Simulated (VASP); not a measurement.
HfO2, 6 atoms in the cell. Symmetry: P4_2/nmc, No. 137, tetragonal system. The conventional cell has a = 3.480 Å, b = 3.480 Å, c = 4.969 Å, α = 90.00°, β = 90.00°, γ = 90.00°. Within 2.7 Å of Hf (site symmetry -4m2) lie 8 O at 2.05 to 2.24 Å. O (site symmetry 2mm) has 4 Hf at 2.05 to 2.24 Å and 6 O at 2.48 Å within 2.7 Å. 

```yaml
Program: VASP 6.6.1
Task: vibrations by perturbation theory
Functional: LDA
Potentials_or_basis: VASP PAW LDA potentials, release 64 (Hf_pv, O)
Cutoff: 600 eV
k_mesh: 8 × 8 × 6
Occupations: gaussian, width 0.01 eV
Spin: no spin polarisation
Dipole_correction: no
Further_INCAR_settings: ALGO = Normal; EDIFF = 1e-08; IBRION = 8; NSW = 1
```

Potentials or basis: VASP PAW LDA potentials, release 64 (Hf_pv, O).

Run with:

```sh
$ cat potpaw_LDA.64/Hf_pv/POTCAR potpaw_LDA.64/O/POTCAR > POTCAR
$ mpirun -np 1 vasp_std > vasp.out
```

Hardware: 1 thread of Oxide Virtual Turin-like Processor, on a shared host.

Q: How long does it take, and how much memory?

A: Wall time 46 min on 1 thread of Oxide Virtual Turin-like Processor, with other jobs on the host, peak memory 0.6 GiB. Counts: scf iterations 211, k points 60.
